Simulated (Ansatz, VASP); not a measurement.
SrCl2 in VASP and in Ansatz

File INCAR:

```
SYSTEM = SrCl2
PREC = Accurate
ENCUT = 520
EDIFF = 1E-7
ISMEAR = 0
SIGMA = 0.05
LREAL = .False.
LASPH = .True.
NELM = 80
ALGO = Normal
ISIF = 2
LWAVE = .False.
LCHARG = .False.
GGA = PE
NBANDS = 19
```

File KPOINTS:

```
Automatic mesh
0
Gamma
  6 6 6
  0 0 0
```

POSCAR

```
SrCl2
1.0
    0.0000000000      3.4292724257      3.6007360470
    3.4292724257      0.0000000000      3.6007360470
    3.4292724257      3.4292724257      0.0000000000
Sr Cl
1 2
Direct
    0.0000000000      0.0000000000      0.0000000000
    0.2500000000      0.2500000000      0.2500000000
    0.7500000000      0.7500000000      0.7500000000
```

Input for Ansatz:

```yaml
crystal:
  lattice:
    - [0.0, 3.4292724257, 3.600736047]
    - [3.4292724257, 0.0, 3.600736047]
    - [3.4292724257, 3.4292724257, 0.0]
  atoms:
    - { symbol: Sr, position: [0.0, 0.0, 0.0] }
    - { symbol: Cl, position: [0.25, 0.25, 0.25] }
    - { symbol: Cl, position: [0.75, 0.75, 0.75] }
basis:
  ecutwfc: 420
kpoints:
  mp_grid: { grid: [6, 6, 6] }
hamiltonian:
  xc: pbe
scf:
  occupations: { method: gaussian, width: 0.05 }
output:
  forces: true
  stress: true
  eigenvalues: true
```

Alike in both runs: task single point; functional PBE; k mesh 6 × 6 × 6; occupations gaussian, width 0.05 eV; no spin polarisation.

```csv
,VASP,Ansatz
version,VASP 6.6.1,Ansatz 0.2.0
potentials or method,"VASP PAW PBE potentials, release 64 (Sr_sv, Cl), cutoff 520 eV","scalar-relativistic, plane waves, PAW"
valence electrons in the cell,24,24
```

Ansatz gave:

| Quantity | Value |
| --- | --- |
| gap on the k mesh at the Fermi level (eV) | 5.15 |
| least direct gap on the mesh (eV) | 5.38 |
| pressure (GPa) | 1.1 |
| traceless stress, the component that is largest in VASP (GPa) | -1.67 |

**Question.** Estimate VASP's values.

**Answer.** gap on the k mesh at the Fermi level (eV): 5.15; least direct gap on the mesh (eV): 5.37; pressure (GPa): 1.2; traceless stress, the component that is largest in VASP (GPa): -1.66.

With one functional, cell and mesh, what is left measures potentials, basis and numerics.
